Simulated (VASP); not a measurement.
# HW3N4 (a cell with a defect) in VASP: single point with LDA

Aim: the single point of HW3N4 (a cell with a defect) with LDA.

Program: VASP 6.6.1. These are calculated values, not measurements. Logs are shortened: lines on timing, memory, paths and dates and some standing lists are left out, and cuts for length are marked.

## Step 1: The cell of the first run

The cell holds a defect, 8 atoms: a = 4.157 Å, b = 4.157 Å, c = 4.157 Å, α = 90.00°, β = 90.00°, γ = 90.00°.

## Step 2: Single point, LDA

INCAR

```
PREC     = Accurate       # precision mode
ENCUT    = 520            # plane-wave cutoff, eV
EDIFF    = 1E-7           # SCF threshold, eV
ISMEAR   = 0              # smearing method
SIGMA    = 0.15           # smearing width, eV
LREAL    = False          # projectors in reciprocal space
LASPH    = True           # aspherical terms in the spheres
NELM     = 100            # most SCF steps
ALGO     = Normal         # electronic algorithm
ISIF     = 2              # what is computed and relaxed
LWAVE    = False          # write WAVECAR
LCHARG   = False          # write CHGCAR
GGA      = CA             # functional
NBANDS   = 42             # bands
```

KPOINTS

```
Automatic mesh
0
Gamma
  8 8 8
```

POSCAR

```
HW3N4
1.0
    4.1569984136      0.0000000000      0.0000000000
    0.0000000000      4.1569984136      0.0000000000
    0.0000000000      0.0000000000      4.1569984136
W N H
3 4 1
Direct
    0.5000000000      0.5000000000      0.0000000000
    0.0000000000      0.5000000000      0.5000000000
    0.5000000000      0.0000000000      0.5000000000
    0.5000000000      0.5000000000      0.5000000000
    0.5000000000      0.0000000000      0.0000000000
    0.0000000000      0.5000000000      0.0000000000
    0.0000000000      0.0000000000      0.5000000000
   -1.0833318003      0.9166681997      0.9166681997
```

Potentials or basis: VASP PAW LDA potentials, release 64 (W_sv, N, H).

Started as:

```sh
$ cat potpaw_LDA.64/W_sv/POTCAR potpaw_LDA.64/N/POTCAR potpaw_LDA.64/H/POTCAR > POTCAR
$ mpirun -np 1 vasp_std > vasp.out
```

OUTCAR:

```text
PREC = Accurate
   ENCUT = 520
   EDIFF = 1E-7
   ISMEAR = 0
   LREAL = False
   LASPH = True
   NELM = 100
   ISIF = 2
   GGA = CA

 ion  position               nearest neighbor table
   1  0.500  0.500  0.000-   4 2.08   5 2.08   6 2.08   4 2.08   5 2.08   6 2.08   3 2.94   3 2.94
                             3 2.94   2 2.94   3 2.94   2 2.94   2 2.94   2 2.94
   2  0.000  0.500  0.500-   4 2.08   6 2.08   7 2.08   6 2.08   7 2.08   4 2.08   3 2.94   3 2.94
                             1 2.94   1 2.94   3 2.94   1 2.94   1 2.94   3 2.94
   3  0.500  0.000  0.500-   4 2.08   5 2.08   7 2.08   5 2.08   4 2.08   7 2.08   2 2.94   1 2.94
                             2 2.94   1 2.94   1 2.94   2 2.94   1 2.94   2 2.94
   4  0.500  0.500  0.500-   1 2.08   2 2.08   3 2.08   1 2.08   3 2.08   2 2.08
   5  0.500  0.000  0.000-   1 2.08   3 2.08   3 2.08   1 2.08
   6  0.000  0.500  0.000-   1 2.08   2 2.08   2 2.08   1 2.08
   7  0.000  0.000  0.500-   2 2.08   3 2.08   2 2.08   3 2.08
   8  0.917  0.917  0.917-

  LATTYP: Found a simple cubic cell.
 ALAT       =     4.1569984136

  Lattice vectors:

 A1 = (   4.1569984136,   0.0000000000,   0.0000000000)
 A2 = (   0.0000000000,   4.1569984136,   0.0000000000)
 A3 = (   0.0000000000,   0.0000000000,   4.1569984136)

Analysis of symmetry for initial positions (statically):
=====================================================================
 Subroutine PRICEL returns:
 Original cell was already a primitive cell.

 Routine SETGRP: Setting up the symmetry group for a
 simple cubic supercell.

 Subroutine GETGRP returns: Found  6 space group operations
 (whereof  6 operations were pure point group operations)
 out of a pool of 48 trial point group operations.

The static configuration has the point symmetry C_3v.

Analysis of symmetry for dynamics (positions and initial velocities):
=====================================================================
 Subroutine PRICEL returns:
 Original cell was already a primitive cell.

 Routine SETGRP: Setting up the symmetry group for a
 simple cubic supercell.

 Subroutine GETGRP returns: Found  6 space group operations
 (whereof  6 operations were pure point group operations)
 out of a pool of 48 trial point group operations.

The dynamic configuration has the point symmetry C_3v.

 Subroutine INISYM returns: Found  6 space group operations
 (whereof  6 operations are pure point group operations),
 and found     1 'primitive' translations

----------------------------------------------------------------------------------------

                                     Primitive cell

  volume of cell :      71.8356

  direct lattice vectors                    reciprocal lattice vectors
     4.156998414  0.000000000  0.000000000     0.240558187  0.000000000  0.000000000
     0.000000000  4.156998414  0.000000000     0.000000000  0.240558187  0.000000000
     0.000000000  0.000000000  4.156998414     0.000000000  0.000000000  0.240558187

  length of vectors
     4.156998414  4.156998414  4.156998414     0.240558187  0.240558187  0.240558187

  position of ions in fractional coordinates (direct lattice)
     0.500000000  0.500000000  0.000000000
     0.000000000  0.500000000  0.500000000
     0.500000000  0.000000000  0.500000000
     0.500000000  0.500000000  0.500000000
     0.500000000  0.000000000  0.000000000
     0.000000000  0.500000000  0.000000000
     0.000000000  0.000000000  0.500000000
     0.916668200  0.916668200  0.916668200

  ion indices of the primitive-cell ions
   primitive index   ion index
                 1           1
                 2           2
                 3           3
                 4           4
                 5           5
                 6           6
                 7           7
                 8           8

----------------------------------------------------------------------------------------

 KPOINTS: Automatic mesh

Automatic generation of k-mesh.
 Grid dimensions read from file:
 generate k-points for:    8    8    8

 Generating k-lattice:

  Cartesian coordinates                     Fractional coordinates (reciprocal lattice)
     0.030069773  0.000000000  0.000000000     0.125000000  0.000000000  0.000000000
     0.000000000  0.030069773  0.000000000     0.000000000  0.125000000  0.000000000
     0.000000000  0.000000000  0.030069773     0.000000000  0.000000000  0.125000000

  Length of vectors
     0.030069773  0.030069773  0.030069773

  Shift w.r.t. Gamma in fractional coordinates (k-lattice)
     0.000000000  0.000000000  0.000000000

 Subroutine IBZKPT returns following result:
 ===========================================

 Found     65 irreducible k-points:

 Following reciprocal coordinates:
            Coordinates               Weight
  0.000000  0.000000  0.000000      1.000000
  0.125000  0.000000  0.000000      6.000000
  0.250000  0.000000  0.000000      6.000000
  0.375000  0.000000  0.000000      6.000000
  0.500000  0.000000  0.000000      3.000000
  0.125000  0.125000  0.000000      6.000000
[... 16 lines left out ...]
 -0.125000  0.125000  0.125000      6.000000
  0.250000  0.125000  0.125000      6.000000
 [... further k-points ...]
   k-points           NKPTS =     65   k-points in BZ     NKDIM =     65   number of bands    NBANDS=     42
   number of dos      NEDOS =    301   number of ions     NIONS =      8
   total plane-waves  NPLWV =  32768
   dimension x,y,z NGX =    32 NGY =   32 NGZ =   32
   dimension x,y,z NGXF=    64 NGYF=   64 NGZF=   64
   ions per type =               3   4   1
   NGX,Y,Z   is equivalent  to a cutoff of  12.80, 12.80, 12.80 a.u.
   NGXF,Y,Z  is equivalent  to a cutoff of  25.59, 25.59, 25.59 a.u.
 SYSTEM =  unknown system
   PREC   = accura    normal or accurate (medium, high low for compatibility)
   ISTART =      0    job   : 0-new  1-cont  2-samecut
   ICHARG =      2    charge: 1-file 2-atom 10-const
   ISPIN  =      1    spin polarized calculation?
   LNONCOLLINEAR =      F non collinear calculations
   LSORBIT =      F    spin-orbit coupling
   LASPH  =      T    aspherical Exc in radial PAW
   ENCUT  =  520.0 eV  38.22 Ry    6.18 a.u.   7.73  7.73  7.73*2*pi/ulx,y,z
   NELM   =    100;   NELMIN=  2; NELMDL= -5     # of ELM steps
   EDIFF  = 0.1E-06   stopping-criterion for ELM
   LREAL  =      F    real-space projection
   EDIFFG = 0.1E-05   stopping-criterion for IOM
   NSW    =      0    number of steps for IOM
   IBRION =     -1    ionic relax: 0-MD 1-quasi-New 2-CG
   NFREE  =      0    steps in history (QN), initial steepest desc. (CG)
   ISIF   =      2    stress and relaxation
   ISYM   =      2    0-nonsym 1-usesym 2-fastsym
   POTIM  = 0.5000    time-step for ionic-motion
   TEBEG  =    0.0;   TEEND  =   0.0 temperature during run
   PSTRESS=    0.0 pullay stress
   NELECT =      63.0000    total number of electrons
   NUPDOWN=      -1.0000    fix difference up-down
   EMIN   =  10.00;   EMAX   =-10.00  energy-range for DOS
   EFERMI =   0.00;   METHOD = LEGACY
   ISMEAR =     0;   SIGMA  =   0.15  broadening in eV -4-tet -1-fermi 0-gaus
   EFERMI_NEDOS =   21; number of points for ismear=-14 and -15
   IALGO  =     38    algorithm
   IMIX   =      4    mixing-type and parameters
     AMIX     =   0.40;   BMIX     =  1.00
     AMIX_MAG =   1.60;   BMIX_MAG =  1.00
  volume/ion in A,a.u.               =       8.98        60.60
  Fermi-wavevector in a.u.,A,eV,Ry     =   1.567022  2.961243 33.409904  2.455559
  Thomas-Fermi vector in A             =   2.669264
   LORBIT       =      0    0 simple, 1 ext, 2 COOP (PROOUT), +10 PAW based schemes
   GGA     = CA    functional components
   LHFCALC =     F    Hartree Fock is set to
   AEXX    =    0.0000 exact exchange contribution
   IVDW    =     0    specifies the selected vdW correction
   LEPSILON=     F    determine dielectric tensor
   LRPA    =     F    only Hartree local field effects (RPA)
 non-spin polarized calculation
 Gauss-broadening in eV      SIGMA  =   0.15
  energy-cutoff  :      520.00
  volume of cell :       71.84
 maximum number of plane-waves:      1956
   NGX = 15   NGY = 15   NGZ = 15

 number of electron      63.0000002 magnetization

 Free energy of the ion-electron system (eV)
  ---------------------------------------------------
  ext. energy  EPLUGINS =         0.00000000
  ---------------------------------------------------
  free energy    TOTEN  =       -81.92296610 eV

  energy without entropy =      -81.86232186  energy(sigma->0) =      -81.89264398

 E-fermi :  11.5443     XC(G=0): -13.7455

 val. band max:       11.5429933885   @ k =   0.5000   0.3750   0.3750
 cond. band min:      11.5456142057   @ k =  -0.3750   0.2500   0.2500
 fundamental gap:      0.0026208173
 Fermi energy:        11.5442921604

 k-point     1 :       0.0000    0.0000    0.0000
  band No.  band energies     occupation
      1     -63.6770      2.00000
      2     -63.5947      2.00000
      3     -63.5947      2.00000
      4     -28.6582      2.00000
      5     -28.6582      2.00000
      6     -28.6582      2.00000
[... 34 lines left out ...]
     41      14.3880      0.00000
     42      15.4565      0.00000

 k-point     2 :       0.1250    0.0000    0.0000
  band No.  band energies     occupation
      1     -63.6741      2.00000
      2     -63.5975      2.00000
      3     -63.5947      2.00000
      4     -28.6459      2.00000
      5     -28.6456      2.00000
      6     -28.6394      2.00000
[... 34 lines left out ...]
     41      14.3817      0.00000
     42      15.5770      0.00000

 k-point     3 :       0.2500    0.0000    0.0000
  band No.  band energies     occupation
      1     -63.6664      2.00000
      2     -63.6052      2.00000
      3     -63.5947      2.00000
      4     -28.6140      2.00000
      5     -28.6127      2.00000
      6     -28.5860      2.00000
[... 897 lines left out ...]
      4     -28.6983      2.00000
      5     -28.5772      2.00000
      6     -28.5770      2.00000
[... 34 lines left out ...]
     41      14.4539      0.00000
     42      16.0917      0.00000

 k-point    24 :       0.2500    0.1250    0.1250
  band No.  band energies     occupation
      1     -63.6617      2.00000
      2     -63.6059      2.00000
      3     -63.5987      2.00000
      4     -28.7116      2.00000
      5     -28.5453      2.00000
      6     -28.4906      2.00000
[... 34 lines left out ...]
     41      14.9665      0.00000
     42      16.4764      0.00000

 [... further k-points ...]

------------------------ aborting loop because EDIFF is reached ----------------------------------------

  FORCE on cell =-STRESS in cart. coord.  units (eV):
  Direction    XX          YY          ZZ          XY          YZ          ZX
  --------------------------------------------------------------------------------------
  -------------------------------------------------------------------------------------
  Total        3.9820611      3.9820611      3.9820611     -0.0576440     -0.0576440     -0.0576440
  in kB       88.8134888     88.8134888     88.8134888     -1.2856564     -1.2856564     -1.2856564
  external PRESSURE =      88.8134888 kB  Pullay stress =       0.0000000 kB

 VOLUME and BASIS-vectors are now :
 -----------------------------------------------------------------------------
  energy-cutoff  :      520.00
  volume of cell :       71.84
      direct lattice vectors                 reciprocal lattice vectors
     4.156998414  0.000000000  0.000000000     0.240558187  0.000000000  0.000000000
     0.000000000  4.156998414  0.000000000     0.000000000  0.240558187  0.000000000
     0.000000000  0.000000000  4.156998414     0.000000000  0.000000000  0.240558187

 POSITION                                       TOTAL-FORCE (eV/Angst)
 -----------------------------------------------------------------------------------
      2.07850      2.07850      0.00000        -0.448088     -0.448088      0.093510
      0.00000      2.07850      2.07850         0.093510     -0.448088     -0.448088
      2.07850      0.00000      2.07850        -0.448088      0.093510     -0.448088
      2.07850      2.07850      2.07850         0.018098      0.018098      0.018098
      2.07850      0.00000      0.00000         0.861556      0.149875      0.149875
      0.00000      2.07850      0.00000         0.149875      0.861556      0.149875
      0.00000      0.00000      2.07850         0.149875      0.149875      0.861556
      3.81059      3.81059      3.81059        -0.376739     -0.376739     -0.376739
 -----------------------------------------------------------------------------------
    total drift:                               -0.000025     -0.000025     -0.000025

  FREE ENERGIE OF THE ION-ELECTRON SYSTEM (eV)
  ---------------------------------------------------
  free  energy   TOTEN  =       -81.9229660957 eV

  energy  without entropy=      -81.8623218582  energy(sigma->0) =      -81.89264398
```

Run time: 61 s. Hardware: 1 thread of Intel Xeon 6975P-C (Granite Rapids), shared host; peak memory 0.26 GiB.

What came out:

```
Free energy   : -81.9230 eV
Pressure      : 8.9 GPa
Largest force : 0.887 eV/Å
```

Forces on the atoms (eV/Å):
```
W   -0.448 -0.448  0.094
W    0.094 -0.448 -0.448
W   -0.448  0.094 -0.448
N    0.018  0.018  0.018
N    0.862  0.150  0.150
N    0.150  0.862  0.150
N    0.150  0.150  0.862
H   -0.377 -0.377 -0.377
```

Caveat: spin-orbit coupling is left out, which moves the levels of the heavy elements.
